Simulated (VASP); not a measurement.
Here is a VASP 6.6.1 calculation.

Contents of INCAR:

```
SYSTEM = Ga
  ALGO = Normal
  EDIFF = 1E-7
  ENCUT = 520
  GGA = RE
  ISIF = 2
  ISMEAR = -1
  LASPH = .True.
  LCHARG = .False.
  LREAL = .False.
  LWAVE = .False.
  NBANDS = 12
  NELM = 60
  PREC = Accurate
  SIGMA = 0.1
```

The input KPOINTS:

```
k-points
0
Gamma
  13 13 13
  0 0 0
```

File POSCAR:

```
Ga
1.0
    2.6354778822      0.0000000000      0.0000000000
    0.0000000000      2.6354778822      0.0000000000
    0.0000000000      0.0000000000      2.6354778822
Ga
1
Direct
    0.0000000000      0.0000000000      0.0000000000
```

Potentials or basis: VASP PAW PBE potentials, release 64 (Ga_d).

Run with:

```sh
$ cat potpaw_PBE.64/Ga_d/POTCAR > POTCAR
$ mpirun -np 1 vasp_std > vasp.out
```

Q: What does it give for the pressure?

A: 7.2 GPa.

Caveat: the PAW data sets were made with another functional, which shifts forces and pressure a little.
